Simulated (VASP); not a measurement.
# Al2Cu in VASP: notebook

Runs on Al2Cu. Level: PBEsol. Tasks: single point.

All numbers are computed with VASP 6.6.1; they aren't measurements. Logs are shortened: lines on timing, memory, paths and dates and some standing lists are left out, and cuts for length are marked.

### Step 1. The cell of the first run

The structure is tetragonal, space group I4/mmm (No. 139). Conventional cell: a = 4.114 Å, b = 4.114 Å, c = 5.777 Å, α = 90.00°, β = 90.00°, γ = 90.00°. Cu (site symmetry 4/mmm) has 8 Al at 2.51 Å within 3.3 Å. Within 3.3 Å of Al (site symmetry -4m2) lie 4 Cu at 2.51 Å and 6 Al at 2.89 to 2.91 Å.

### Step 2. Single point, PBEsol (16.30 Å³/atom)

INCAR reads:

```
SYSTEM = Al2Cu
PREC     = Accurate       ! precision mode
ENCUT    = 520            ! plane-wave cutoff, eV
EDIFF    = 1E-6           ! SCF threshold, eV
ISMEAR   = -1             ! smearing method
SIGMA    = 0.05           ! smearing width, eV
LREAL    = .False.        ! projectors in reciprocal space
LASPH    = .True.         ! aspherical terms in the spheres
NELM     = 60             ! most SCF steps
ALGO     = Normal         ! electronic algorithm
ISIF     = 2              ! what is computed and relaxed
LWAVE    = .False.        ! write WAVECAR
LCHARG   = .False.        ! write CHGCAR
GGA      = PS             ! functional
NBANDS   = 16             ! bands
```

KPOINTS reads:

```
Automatic mesh
0
Gamma
  9 9 9
  0 0 0
```

POSCAR reads:

```
Al2Cu
1.0
   -2.0570555311      2.0570555311      2.8886126973
    2.0570555311     -2.0570555311      2.8886126973
    2.0570555311      2.0570555311     -2.8886126973
Cu Al
1 2
Direct
    0.5000000000      0.5000000000      0.0000000000
    0.2500000000      0.7500000000      0.5000000000
    0.7500000000      0.2500000000      0.5000000000
```

Potentials or basis: VASP PAW PBE potentials, release 64 (Cu, Al).

The run is started by

```bash
cat potpaw_PBE.64/Cu/POTCAR potpaw_PBE.64/Al/POTCAR > POTCAR
mpirun -np 1 vasp_std > vasp.out
```

OUTCAR:

```text
SYSTEM = Al2Cu
   PREC = Accurate
   ENCUT = 520
   EDIFF = 1E-6
   ISMEAR = -1
   LREAL = .False.
   LASPH = .True.
   NELM = 60
   ISIF = 2
   GGA = PS

 ion  position               nearest neighbor table
   1  0.500  0.500  0.000-   2 2.51   3 2.51   2 2.51   3 2.51   2 2.51   3 2.51   2 2.51   3 2.51

   2  0.250  0.750  0.500-   1 2.51   1 2.51   1 2.51   1 2.51   3 2.89   3 2.89   3 2.91   3 2.91
                             3 2.91   3 2.91
   3  0.750  0.250  0.500-   1 2.51   1 2.51   1 2.51   1 2.51   2 2.89   2 2.89   2 2.91   2 2.91
                             2 2.91   2 2.91

  LATTYP: Found a body centered tetragonal cell.
 ALAT       =     4.1141110622
 C/A-ratio  =     1.4042463383

  Lattice vectors:

 A1 = (  -2.0570555311,   2.0570555311,   2.8886126973)
 A2 = (   2.0570555311,  -2.0570555311,   2.8886126973)
 A3 = (   2.0570555311,   2.0570555311,  -2.8886126973)

Analysis of symmetry for initial positions (statically):
=====================================================================
 Subroutine PRICEL returns:
 Original cell was already a primitive cell.

 Routine SETGRP: Setting up the symmetry group for a
 body centered tetragonal supercell.

 Subroutine GETGRP returns: Found 16 space group operations
 (whereof 16 operations were pure point group operations)
 out of a pool of 16 trial point group operations.

The static configuration has the point symmetry D_4h.

Analysis of symmetry for dynamics (positions and initial velocities):
=====================================================================
 Subroutine PRICEL returns:
 Original cell was already a primitive cell.

 Routine SETGRP: Setting up the symmetry group for a
 body centered tetragonal supercell.

 Subroutine GETGRP returns: Found 16 space group operations
 (whereof 16 operations were pure point group operations)
 out of a pool of 16 trial point group operations.

The dynamic configuration has the point symmetry D_4h.

 Subroutine INISYM returns: Found 16 space group operations
 (whereof 16 operations are pure point group operations),
 and found     1 'primitive' translations

----------------------------------------------------------------------------------------

                                     Primitive cell

  volume of cell :      48.8924

  direct lattice vectors                    reciprocal lattice vectors
    -2.057055531  2.057055531  2.888612697     0.000000000  0.243065874  0.173093472
     2.057055531 -2.057055531  2.888612697     0.243065874  0.000000000  0.173093472
     2.057055531  2.057055531 -2.888612697     0.243065874  0.243065874  0.000000000

  length of vectors
     4.099638793  4.099638793  4.099638793     0.298399680  0.298399680  0.343747055

  position of ions in fractional coordinates (direct lattice)
     0.500000000  0.500000000  0.000000000
     0.250000000  0.750000000  0.500000000
     0.750000000  0.250000000  0.500000000

  ion indices of the primitive-cell ions
   primitive index   ion index
                 1           1
                 2           2
                 3           3

----------------------------------------------------------------------------------------

 KPOINTS: Automatic mesh

Automatic generation of k-mesh.
 Grid dimensions read from file:
 generate k-points for:    9    9    9

 Generating k-lattice:

  Cartesian coordinates                     Fractional coordinates (reciprocal lattice)
     0.000000000  0.027007319  0.019232608     0.111111111  0.000000000 -0.000000000
     0.027007319  0.000000000  0.019232608     0.000000000  0.111111111 -0.000000000
     0.027007319  0.027007319  0.000000000     0.000000000  0.000000000  0.111111111

  Length of vectors
     0.033155520  0.033155520  0.038194117

  Shift w.r.t. Gamma in fractional coordinates (k-lattice)
     0.000000000  0.000000000  0.000000000

 Subroutine IBZKPT returns following result:
 ===========================================

 Found     75 irreducible k-points:

 Following reciprocal coordinates:
            Coordinates               Weight
  0.000000  0.000000  0.000000      1.000000
  0.111111  0.000000 -0.000000      8.000000
  0.222222  0.000000 -0.000000      8.000000
  0.333333  0.000000 -0.000000      8.000000
  0.444444  0.000000 -0.000000      8.000000
  0.111111  0.111111 -0.000000      8.000000
[... 16 lines left out ...]
 -0.333333  0.333333  0.000000      4.000000
  0.444444  0.444444 -0.000000      8.000000
 [... further k-points ...]
   k-points           NKPTS =     75   k-points in BZ     NKDIM =     75   number of bands    NBANDS=     16
   number of dos      NEDOS =    301   number of ions     NIONS =      3
   total plane-waves  NPLWV =  27000
   dimension x,y,z NGX =    30 NGY =   30 NGZ =   30
   dimension x,y,z NGXF=    60 NGYF=   60 NGZF=   60
   ions per type =               1   2
   NGX,Y,Z   is equivalent  to a cutoff of  12.17, 12.17, 12.17 a.u.
   NGXF,Y,Z  is equivalent  to a cutoff of  24.33, 24.33, 24.33 a.u.
 SYSTEM =  Al2Cu
   PREC   = accura    normal or accurate (medium, high low for compatibility)
   ISTART =      0    job   : 0-new  1-cont  2-samecut
   ICHARG =      2    charge: 1-file 2-atom 10-const
   ISPIN  =      1    spin polarized calculation?
   LNONCOLLINEAR =      F non collinear calculations
   LSORBIT =      F    spin-orbit coupling
   LASPH  =      T    aspherical Exc in radial PAW
   ENCUT  =  520.0 eV  38.22 Ry    6.18 a.u.   7.62  7.62  7.62*2*pi/ulx,y,z
   NELM   =     60;   NELMIN=  2; NELMDL= -5     # of ELM steps
   EDIFF  = 0.1E-05   stopping-criterion for ELM
   LREAL  =      F    real-space projection
   EDIFFG = 0.1E-04   stopping-criterion for IOM
   NSW    =      0    number of steps for IOM
   IBRION =     -1    ionic relax: 0-MD 1-quasi-New 2-CG
   NFREE  =      0    steps in history (QN), initial steepest desc. (CG)
   ISIF   =      2    stress and relaxation
   ISYM   =      2    0-nonsym 1-usesym 2-fastsym
   POTIM  = 0.5000    time-step for ionic-motion
   TEBEG  =    0.0;   TEEND  =   0.0 temperature during run
   PSTRESS=    0.0 pullay stress
   NELECT =      17.0000    total number of electrons
   NUPDOWN=      -1.0000    fix difference up-down
   EMIN   =  10.00;   EMAX   =-10.00  energy-range for DOS
   EFERMI =   0.00;   METHOD = LEGACY
   ISMEAR =    -1;   SIGMA  =   0.05  broadening in eV -4-tet -1-fermi 0-gaus
   EFERMI_NEDOS =   21; number of points for ismear=-14 and -15
   IALGO  =     38    algorithm
   IMIX   =      4    mixing-type and parameters
     AMIX     =   0.40;   BMIX     =  1.00
     AMIX_MAG =   1.60;   BMIX_MAG =  1.00
  volume/ion in A,a.u.               =      16.30       109.98
  Fermi-wavevector in a.u.,A,eV,Ry     =   1.151182  2.175419 18.030716  1.325220
  Thomas-Fermi vector in A             =   2.287841
   LORBIT       =      0    0 simple, 1 ext, 2 COOP (PROOUT), +10 PAW based schemes
   GGA     = PS    functional components
   LHFCALC =     F    Hartree Fock is set to
   AEXX    =    0.0000 exact exchange contribution
   IVDW    =     0    specifies the selected vdW correction
   LEPSILON=     F    determine dielectric tensor
   LRPA    =     F    only Hartree local field effects (RPA)
 non-spin polarized calculation
  energy-cutoff  :      520.00
  volume of cell :       48.89
 maximum number of plane-waves:      1355
   NGX = 15   NGY = 15   NGZ = 15

 number of electron      16.9999990 magnetization

 Free energy of the ion-electron system (eV)
  ---------------------------------------------------
  ext. energy  EPLUGINS =         0.00000000
  ---------------------------------------------------
  free energy    TOTEN  =       -12.98586823 eV

  energy without entropy =      -12.97296732  energy(sigma->0) =      -12.97941777

 E-fermi :   6.6792     XC(G=0): -10.4662

 val. band max:        6.6751858973   @ k =   0.3333   0.2222  -0.0000
 cond. band min:       6.6807037227   @ k =  -0.1111   0.1111   0.1111
 fundamental gap:      0.0055178253
 Fermi energy:         6.6792449450

 k-point     1 :       0.0000    0.0000    0.0000
  band No.  band energies     occupation
      1      -3.3540      2.00000
      2       2.2250      2.00000
      3       2.2306      2.00000
      4       2.2306      2.00000
      5       2.7730      2.00000
      6       2.7817      2.00000
[... 8 lines left out ...]
     15      13.4499      0.00000
     16      13.6725      0.00000

 k-point     2 :       0.1111    0.0000   -0.0000
  band No.  band energies     occupation
      1      -3.1916      2.00000
      2       2.1737      2.00000
      3       2.2517      2.00000
      4       2.2548      2.00000
      5       2.7673      2.00000
      6       2.7756      2.00000
[... 8 lines left out ...]
     15      12.4768      0.00000
     16      13.1653      0.00000

 k-point     3 :       0.2222    0.0000   -0.0000
  band No.  band energies     occupation
      1      -2.7092      2.00000
      2       1.9947      2.00000
      3       2.3082      2.00000
      4       2.3097      2.00000
      5       2.7643      2.00000
      6       2.7706      2.00000
[... 8 lines left out ...]
     15      12.5603      0.00000
     16      13.8198      0.00000

 k-point     4 :       0.3333    0.0000   -0.0000
  band No.  band energies     occupation
      1      -1.9271      2.00000
      2       1.5540      2.00000
      3       2.3536      2.00000
      4       2.3553      2.00000
      5       2.7897      2.00000
      6       2.7919      2.00000
[... 8 lines left out ...]
     15      14.0353      0.00000
     16      15.4593      0.00000

 k-point     5 :       0.4444    0.0000   -0.0000
  band No.  band energies     occupation
      1      -0.9378      2.00000
      2       0.6116      2.00000
      3       2.3679      2.00000
      4       2.3720      2.00000
      5       2.8260      2.00000
      6       2.8278      2.00000
[... 8 lines left out ...]
     15      15.8004      0.00000
     16      17.2643      0.00000

 k-point     6 :       0.1111    0.1111   -0.0000
  band No.  band energies     occupation
      1      -2.9212      2.00000
      2       2.0882      2.00000
      3       2.2800      2.00000
      4       2.2950      2.00000
      5       2.7400      2.00000
      6       2.7893      2.00000
[... 8 lines left out ...]
     15      13.2896      0.00000
     16      14.2263      0.00000
[... 267 lines left out ...]
 k-point    21 :       0.4444    0.3333   -0.0000
  band No.  band energies     occupation
      1       0.2797      2.00000
      2       1.2653      2.00000
      3       1.8275      2.00000
      4       2.6277      2.00000
      5       2.6813      2.00000
      6       2.8353      2.00000
[... 8 lines left out ...]
     15      16.5704      0.00000
     16      17.0909      0.00000

 k-point    22 :      -0.4444    0.3333    0.0000
  band No.  band energies     occupation
      1      -0.6837      2.00000
      2       1.6762      2.00000
      3       2.1444      2.00000
      4       2.5961      2.00000
      5       2.6626      2.00000
      6       2.8946      2.00000
[... 8 lines left out ...]
     15      16.9302      0.00000
     16      18.5396      0.00000

 k-point    23 :      -0.3333    0.3333    0.0000
  band No.  band energies     occupation
      1      -1.4446      2.00000
      2       1.8067      2.00000
      3       2.3990      2.00000
      4       2.5187      2.00000
      5       2.5291      2.00000
      6       2.8905      2.00000
[... 8 lines left out ...]
     15      16.3741      0.00000
     16      17.1291      0.00000

 k-point    24 :       0.4444    0.4444   -0.0000
  band No.  band energies     occupation
      1       0.6717      2.00000
      2       1.0591      2.00000
      3       1.6097      2.00000
      4       2.6957      2.00000
      5       2.7554      2.00000
      6       2.8904      2.00000
[... 8 lines left out ...]
     15      17.1664      0.00000
     16      18.2321      0.00000

 [... further k-points ...]

------------------------ aborting loop because EDIFF is reached ----------------------------------------

  FORCE on cell =-STRESS in cart. coord.  units (eV):
  Direction    XX          YY          ZZ          XY          YZ          ZX
  --------------------------------------------------------------------------------------
  -------------------------------------------------------------------------------------
  Total       -1.1384049     -1.1384049     -1.0903685      0.0000000      0.0000000      0.0000000
  in kB      -37.3049115    -37.3049115    -35.7307837      0.0000000      0.0000000      0.0000000
  external PRESSURE =     -36.7802022 kB  Pullay stress =       0.0000000 kB

 VOLUME and BASIS-vectors are now :
 -----------------------------------------------------------------------------
  energy-cutoff  :      520.00
  volume of cell :       48.89
      direct lattice vectors                 reciprocal lattice vectors
    -2.057055531  2.057055531  2.888612697     0.000000000  0.243065874  0.173093472
     2.057055531 -2.057055531  2.888612697     0.243065874  0.000000000  0.173093472
     2.057055531  2.057055531 -2.888612697     0.243065874  0.243065874  0.000000000

 POSITION                                       TOTAL-FORCE (eV/Angst)
 -----------------------------------------------------------------------------------
      0.00000      0.00000      2.88861         0.000000     -0.000000     -0.000000
      2.05706     -0.00000      1.44431        -0.000000      0.000000      0.000000
     -0.00000      2.05706      1.44431         0.000000     -0.000000     -0.000000
 -----------------------------------------------------------------------------------
    total drift:                                0.000000     -0.000000      0.000000

  FREE ENERGIE OF THE ION-ELECTRON SYSTEM (eV)
  ---------------------------------------------------
  free  energy   TOTEN  =       -12.9858682314 eV

  energy  without entropy=      -12.9729673164  energy(sigma->0) =      -12.97941777
```

Wall time 92 s (1 thread of Intel Xeon 8259CL, shared host); peak memory 0.21 GiB.

What came out:

| Quantity | Value |
| --- | --- |
| Free energy | -12.9859 eV |
| Pressure | -3.7 GPa |
| Band gap on the k mesh | zero (an odd number of electrons rules out a gap without spin polarisation) |

Caveat: the cell stands under tension; the PAW data sets were made with another functional, which shifts forces and pressure a little.

### Step 3. Single point, PBEsol (atoms moved at random)

INCAR reads:

```
SYSTEM = Al2Cu
ALGO = Fast
EDIFF = 1E-6
ENCUT = 520
GGA = PS
ISIF = 2
ISMEAR = -1
LASPH = .TRUE.
LCHARG = .FALSE.
LREAL = .FALSE.
LWAVE = .FALSE.
NBANDS = 16
NELM = 100
PREC = Accurate
SIGMA = 0.05
```

KPOINTS reads:

```
k-points
0
G
  9 9 9
  0 0 0
```

POSCAR reads:

```
Al2Cu
1.0
   -2.0303375000      2.0303375000      2.8510940000
    2.0303375000     -2.0303375000      2.8510940000
    2.0303375000      2.0303375000     -2.8510940000
Cu Al
1 2
Direct
    0.5041870000      0.4947320000      0.0022620000
    0.2455800000      0.7451240000      0.5011330000
    0.7479760000      0.2497260000      0.5009340000
```

Potentials or basis: VASP PAW PBE potentials, release 64 (Cu, Al).

The run is started by

```bash
cat potpaw_PBE.64/Cu/POTCAR potpaw_PBE.64/Al/POTCAR > POTCAR
mpirun -np 1 vasp_std > vasp.out
```

It took 8.5 min on 1 thread of Intel Xeon 8259CL, shared host; peak memory 0.38 GiB.

The run converged. Its results:

| Property | Result |
| --- | --- |
| Free energy | -13.0018 eV |
| Pressure | 0.4 GPa |
| Largest force | 0.230 eV/Å |
| Band gap on the k mesh | zero (an odd number of electrons rules out a gap without spin polarisation) |

Forces in eV/Å, atoms in the order of the input:
```
Cu   0.130 -0.176 -0.073
Al  -0.049  0.074  0.114
Al  -0.081  0.102 -0.041
```

Stress tensor (GPa, compression positive):
```
-0.12  0.02 -0.10
 0.02  0.69 -0.09
-0.10 -0.09  0.49
```

Levels at points of the mesh, in eV from the Fermi level:
| k point | band 5 | band 6 | band 7 | band 8 | band 9 | band 10 | band 11 | band 12 | band 13 | band 14 |
| --- | --- | --- | --- | --- | --- | --- | --- | --- | --- | --- |
| (0.00, 0.00, 0.00) | -4.04 | -4.03 | 2.84 | 2.90 | 2.92 | 2.97 | 3.01 | 3.05 | 4.39 | 6.92 |

Caveat: the cell differs from its parent crystal (atoms moved at random); the PAW data sets were made with another functional, which shifts forces and pressure a little.
